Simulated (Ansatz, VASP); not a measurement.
## C2N in VASP and in Ansatz

Contents of INCAR:

```
SYSTEM = C2N
PREC = Accurate ; ENCUT = 520
EDIFF = 1E-6 ; ISMEAR = 0
SIGMA = 0.1 ; LREAL = .False.
LASPH = .True. ; NELM = 80
ALGO = Normal ; ISIF = 2
LWAVE = .False. ; LCHARG = .False.
GGA = PE ; NBANDS = 22
```

File KPOINTS:

```
Automatic mesh
0
Gamma
  6 6 4
  0 0 0
```

POSCAR

```
C2N
1.0
    3.2398935500      0.0000000000      0.0000000000
    0.0000000000      3.2398935500      0.0000000000
    0.0000000000      0.0000000000      6.4952384900
C N
4 2
Direct
    0.0000000000      0.0000000000      0.0000000000
    0.5000000000      0.5000000000      0.0000000000
    0.0000000000      0.5000000000      0.3719829600
    0.5000000000      0.0000000000      0.6280170400
    0.0000000000      0.5000000000      0.7284373000
    0.5000000000      0.0000000000      0.2715627000
```

Input for Ansatz:

```yaml
crystal:
  lattice:
    - [3.23989355, 0.0, 0.0]
    - [0.0, 3.23989355, 0.0]
    - [0.0, 0.0, 6.49523849]
  atoms:
    - { symbol: C, position: [0.0, 0.0, 0.0] }
    - { symbol: C, position: [0.5, 0.5, 0.0] }
    - { symbol: C, position: [0.0, 0.5, 0.37198296] }
    - { symbol: C, position: [0.5, 0.0, 0.62801704] }
    - { symbol: "N", position: [0.0, 0.5, 0.7284373] }
    - { symbol: "N", position: [0.5, 0.0, 0.2715627] }
basis:
  ecutwfc: 420
kpoints:
  mp_grid: { grid: [6, 6, 4] }
hamiltonian:
  xc: pbe
scf:
  occupations: { method: gaussian, width: 0.1 }
  lower_state_search: "off"
output:
  forces: true
  stress: true
  eigenvalues: true
```

Change from the starting cell: species swapped into the YTe2 type (P4/nmm, No. 129).

Alike in both runs: task single point; functional PBE; k mesh 6 × 6 × 4; occupations gaussian, width 0.1 eV; no spin polarisation.

|  | VASP | Ansatz |
| --- | --- | --- |
| version | VASP 6.6.1 | Ansatz 0.2.0 |
| potentials or method | VASP PAW PBE potentials, release 64 (C, N), cutoff 520 eV | scalar-relativistic, plane waves, PAW |
| valence electrons in the cell | 26 | 26 |

Ansatz gave:

| Item | Value |
| --- | --- |
| gap on the k mesh at the Fermi level (eV) | none |
| rms of the force components (eV/Å) | 0.471 |

**Question.** Which values does VASP return?

**Answer.** gap on the k mesh at the Fermi level (eV): none; rms of the force components (eV/Å): 0.470.

Atom by atom the forces differ by 0.001 eV/Å (rms over components). A gap of «none» marks a metal or a gap that the smearing closes. With one functional, cell and mesh, what is left measures potentials, basis and numerics.
